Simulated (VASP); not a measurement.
Write the native input for VASP 6.6.1 that does the following.

```yaml
Task: single point
Functional: PBEsol
Potentials_or_basis: VASP PAW PBE potentials, release 64 (Rh_pv)
Cutoff: 520 eV
k_mesh: 24 × 24 × 24
Occupations: gaussian, width 0.15 eV
Spin: no spin polarisation
Dipole_correction: no
Further_INCAR_settings: ALGO = Fast; EDIFF = 1e-06; NBANDS = 14
```

The structure of Rh lies in POSCAR:

```
Rh
1.0
    0.0000000000      2.1951791235      1.4268664303
    2.1951791235      0.0000000000      1.4268664303
    2.1951791235      2.1951791235      0.0000000000
Rh
1
Direct
    0.0000000000      0.0000000000      0.0000000000
```

This cell differs from its parent crystal: ratio of the length along z to the lengths across it x 0.65, volume and fractional coordinates fixed.

The input as run:

INCAR

```
SYSTEM = Rh
ALGO     = Fast           ! electronic algorithm
EDIFF    = 1E-6           ! SCF threshold, eV
ENCUT    = 520            ! plane-wave cutoff, eV
GGA      = PS             ! functional
ISIF     = 2              ! what is computed and relaxed
ISMEAR   = 0              ! smearing method
LASPH    = .TRUE.         ! aspherical terms in the spheres
LCHARG   = .TRUE.         ! write CHGCAR
LELF     = .TRUE.         ! ELF
LREAL    = .FALSE.        ! projectors in reciprocal space
LVHAR    = .TRUE.       
LWAVE    = .FALSE.        ! write WAVECAR
NBANDS   = 14             ! bands
NELM     = 100            ! most SCF steps
PREC     = Accurate       ! precision mode
SIGMA    = 0.15           ! smearing width, eV
```

KPOINTS

```
k-points
0
G
  24 24 24
  0 0 0
```

Potentials or basis: VASP PAW PBE potentials, release 64 (Rh_pv).

Run with:

```console
$ cat potpaw_PBE.64/Rh_pv/POTCAR > POTCAR
$ mpirun -np 1 vasp_std > vasp.out
```

Results of the run:

* Pressure: 1.6 GPa
* Band gap on the k mesh: zero (an odd number of electrons rules out a gap without spin polarisation)

Caveat: the stress differs along the axes, from -11 to 8 GPa; the PAW data sets were made with another functional, which shifts forces and pressure a little.

Wall time 4.4 min on 1 thread of Intel Xeon 8259CL, on a shared host, peak memory 0.29 GiB.
